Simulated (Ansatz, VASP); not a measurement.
# Rh: VASP and Ansatz over several settings

```
CELL_PARAMETERS angstrom
0.00000 1.89785 1.89785
1.89785 0.00000 1.89785
1.89785 1.89785 0.00000
ATOMIC_POSITIONS crystal
Rh 0.00000 0.00000 0.00000
```

Single points on this cell with VASP 6.6.1 and Ansatz 0.2.0. Each row is one pair of runs. Alike in all rows: spin: off; k mesh: 12 × 12 × 12; VASP's potentials, cutoff: VASP PAW PBE potentials, release 64 (Rh_pv), 520 eV; Ansatz's potentials, cutoff: Ansatz PAW, 420 eV.

| level | smearing | gap on the k mesh at the Fermi level (eV), VASP | gap on the k mesh at the Fermi level (eV), Ansatz | pressure (GPa), VASP | pressure (GPa), Ansatz |
| --- | --- | --- | --- | --- | --- |
| PBE | gaussian, width 0.012 eV | ? | none | ? | 7.2 |
| PBEsol | gaussian, width 0.02 eV | none | none | -3.9 | -3.8 |
| PBE | gaussian, width 0.011 eV | none | none | 7.4 | 7.2 |
| PBE | gaussian, width 0.025 eV | none | none | 7.4 | 7.2 |
| PBE | gaussian, width 0.026 eV | none | none | 7.3 | 7.2 |
| PBE | gaussian, width 0.013 eV | none | none | 7.3 | 7.2 |
| PBE | gaussian, width 0.014 eV | none | none | 7.3 | 7.2 |
| PBE | gaussian, width 0.016 eV | none | none | 7.3 | 7.2 |

**Question.** Fill in what VASP gave in row 1.

**Answer.** gap on the k mesh at the Fermi level (eV): none; pressure (GPa): 7.3.

VASP's potentials hold 15 valence electrons a cell and Ansatz's 17, so a difference there can come from the potentials and not from the codes.

A gap of «none» marks a metal or a gap that the smearing closes.
